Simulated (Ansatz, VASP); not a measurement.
## Two plane-wave programs on BAs

INCAR

```
SYSTEM = BAs
ALGO = Normal
EDIFF = 1E-6
ENCUT = 500
GGA = RE
GGA_COMPAT = .FALSE.
ISIF = 2
ISMEAR = 0
LASPH = .TRUE.
LCHARG = .FALSE.
LREAL = .FALSE.
LWAVE = .FALSE.
NBANDS = 11
NELM = 120
PREC = Accurate
SIGMA = 0.01
```

KPOINTS

```
k-points
0
G
  6 6 6
  0 0 0
```

The input POSCAR:

```
BAs
1.0
    0.0000000000      2.3724693156      2.3724693156
    2.3724693156      0.0000000000      2.3724693156
    2.3724693156      2.3724693156      0.0000000000
B As
1 1
Direct
    0.0000000000      0.0000000000      0.0000000000
    0.2500000000      0.2500000000      0.2500000000
```

Input for Ansatz:

```yaml
crystal:
  lattice:
    - [0.0, 2.372469315643883, 2.372469315643883]
    - [2.372469315643883, 0.0, 2.372469315643883]
    - [2.372469315643883, 2.372469315643883, 0.0]
  atoms:
    - { symbol: B, position: [0.0, 0.0, 0.0] }
    - { symbol: As, position: [0.25, 0.25, 0.25] }
accuracy: medium
basis:
  ecutwfc: 500.0
kpoints:
  mp_grid:
    grid: [6, 6, 6]
hamiltonian:
  xc: revpbe
  pseudopotentials:
    kind: paw
scf:
  algorithm: direct_min
  mixing:
    algorithm: broyden
    beta: 0.2
  occupations:
    method: fixed
  eigensolver:
    kind: davidson
    full_accuracy: true
```

Alike in both runs: task single point; functional revPBE; k mesh 6 × 6 × 6; no spin polarisation.

|  | VASP | Ansatz |
| --- | --- | --- |
| version | VASP 6.6.1 | Ansatz 0.2.0 |
| potentials or method | VASP PAW PBE potentials, release 64 (B, As), cutoff 500 eV | plane waves, PAW |
| occupations | gaussian, width 0.01 eV | fixed |
| valence electrons in the cell | 8 | 18 |

```csv
,VASP,Ansatz,Ansatz less VASP
gap on the k mesh at the Fermi level (eV),1.27,1.28,+0.010
```

VASP's potentials were made for PBE, not for revPBE. VASP's potentials hold 8 valence electrons a cell and Ansatz's 18, so a difference there can come from the potentials and not from the codes.
